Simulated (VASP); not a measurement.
Set up this calculation in VASP 6.6.1, as the native input.

* Task: single point
* Functional: PBE
* Potentials or basis: VASP PAW PBE potentials, release 64 (K_sv, Rh_pv)
* Cutoff: 520 eV
* k mesh: 6 × 6 × 4
* Occupations: fermi-dirac, width 0.1 eV
* Spin: no spin polarisation
* Dipole correction: no
* Further INCAR settings: ALGO = Normal; EDIFF = 1e-07; NBANDS = 19

The structure of KRh lies in POSCAR:

```
KRh
1.0
    3.5007390300      0.0000000000      0.0000000000
   -1.7503695200      3.0317289300      0.0000000000
    0.0000000000      0.0000000000      5.8078480500
K Rh
1 1
Direct
    0.3397000000      0.6685000000      0.0738460000
    0.6689570000      0.3263590000      0.8091830000
```

These files were run (other wordings do the same):

INCAR

```
SYSTEM = KRh
  PREC = Accurate
  ENCUT = 520
  EDIFF = 1E-7
  ISMEAR = -1
  SIGMA = 0.1
  LREAL = .FALSE.
  LASPH = .TRUE.
  NELM = 60
  ALGO = Normal
  ISIF = 2
  LWAVE = .FALSE.
  LCHARG = .FALSE.
  GGA = PE
  NBANDS = 19
```

KPOINTS

```
regular mesh
0
G
  6 6 4
  0 0 0
```

Potentials or basis: VASP PAW PBE potentials, release 64 (K_sv, Rh_pv).

Run with:

```bash
$ cat potpaw_PBE.64/K_sv/POTCAR potpaw_PBE.64/Rh_pv/POTCAR > POTCAR
$ mpirun -np 1 vasp_std > vasp.out
```

It gave:

The pressure is 5.0 GPa. The largest force is 2.554 eV/Å and the band gap on the k mesh is zero (bands 12 and 13 overlap by 0.53 eV).

Caveat: the cell stands under pressure; forces of over 1 eV/Å act on the atoms, so gaps and moduli don't describe the material at rest.

Run time: 91 s on 1 thread of Intel(R) Xeon(R) Platinum 8259CL CPU @ 2.50GHz (Skylake/Cascade Lake) (shared host), peak memory 0.24 GiB.
